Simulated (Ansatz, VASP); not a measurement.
**One calculation of Ni, two programs**

```
Ni
1.0
     2.29508    0.00000    0.00000
     0.00000    2.29508    0.00000
     0.00000    0.00000    2.29508
Ni
1
Direct
  0.00000 0.00000 0.00000
```

Alike in both runs: task single point; functional PBE; k mesh 15 × 15 × 15; occupations fermi-dirac, width 0.1 eV; no spin polarisation.

|  | VASP | Ansatz |
| --- | --- | --- |
| version | VASP 6.6.1 | Ansatz 0.2.0 |
| potentials or method | VASP PAW PBE potentials, release 64 (Ni), cutoff 520 eV | plane waves (420 eV) with PAW, scalar-relativistic |
| valence electrons in the cell | 10 | 18 |

Ansatz gave:

```
pressure (GPa) : 6.5
```

Question: What did VASP give for the same quantities?

Answer: Pressure (GPa): 6.3.

VASP's potentials hold 10 valence electrons a cell and Ansatz's 18, so a difference there can come from the potentials and not from the codes.
